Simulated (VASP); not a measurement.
Here is a VASP 6.6.1 calculation.

File INCAR:

```
SYSTEM = AlNi
ALGO = Fast
EDIFF = 1E-6
EDIFFG = -0.01
ENCUT = 600
GGA = PE
IBRION = 2
ISIF = 4
ISMEAR = 0
LASPH = .TRUE.
LCHARG = .FALSE.
LREAL = .FALSE.
LWAVE = .FALSE.
NELM = 60
NSW = 50
PREC = Accurate
SIGMA = 0.1
```

The input KPOINTS:

```
k-points
0
G
  16 16 14
  0 0 0
```

POSCAR

```
AlNi
1.0
    2.0630340684     -2.0630398558      0.0000000000
    2.0630340684      2.0630398558      0.0000000000
    0.0000000000      0.0000000000      2.9298676927
Al Ni
1 1
Direct
    0.0000000000      0.0000000000      0.0000000000
    0.5000000000      0.5000000000      0.5000000000
```

Potentials or basis: VASP PAW PBE potentials, release 64 (Al, Ni).

Command:

```bash
$ cat potpaw_PBE.64/Al/POTCAR potpaw_PBE.64/Ni/POTCAR > POTCAR
$ mpirun -np 1 vasp_std > vasp.out
```

(1) What does it give for the band gap on the k mesh?

Answers

(1) zero (an odd number of electrons rules out a gap without spin polarisation).
